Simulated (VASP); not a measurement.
# BaTiO3: single point with PBE

Crystal: BaTiO3.

```xyz
5
Lattice="4.0524 0.0000 0.0000 0.0000 4.0524 0.0000 0.0000 0.0000 4.0709" Properties=species:S:1:pos:R:3 pbc="T T T"
Ba    0.0000    0.0000    0.0000
Ti    2.0262    2.0262    1.9947
O     0.0000    2.0262    2.1046
O     2.0262    0.0000    2.1046
O     2.0262    2.0262    0.0773
```

```
Program             : VASP 6.6.1
Task                : single point
Functional          : PBE
Potentials or basis : VASP PAW PBE potentials, release 64 (Ba_sv, Ti_sv, O)
Cutoff              : 520 eV
k mesh              : 7 × 7 × 7
Occupations         : fermi-dirac, width 0.05 eV
Spin                : no spin polarisation
```

```yaml
Pressure: -2.2 GPa
Largest_force: 0.505 eV/Å
Band_gap_on_the_k_mesh: 1.78 eV, indirect (least direct gap 2.01 eV)
```

Forces on the atoms (eV/Å):
```
Ba   0.000  0.000  0.039
Ti   0.000  0.000 -0.292
O    0.000  0.000 -0.126
O    0.000  0.000 -0.126
O    0.000  0.000  0.505
```

Stress tensor (GPa, compression positive):
```
-2.49  0.00  0.00
 0.00 -2.49  0.00
 0.00  0.00 -1.71
```

Levels at points of the mesh, in eV from the valence-band top:
```csv
k point,band 17,band 18,band 19,band 20,band 21,band 22,band 23,band 24
"(0.00, 0.00, 0.00)",-0.98,-0.25,-0.22,-0.22,1.78,1.99,1.99,3.79
```

Run time: 68 s on 1 thread of Intel Xeon 6975P-C, with other jobs on the host, peak memory 0.22 GiB.

Caveat: spin-orbit coupling is left out, which moves the levels of the heavy elements. A hybrid or GW would open this gap; PBE tends to underestimate it.
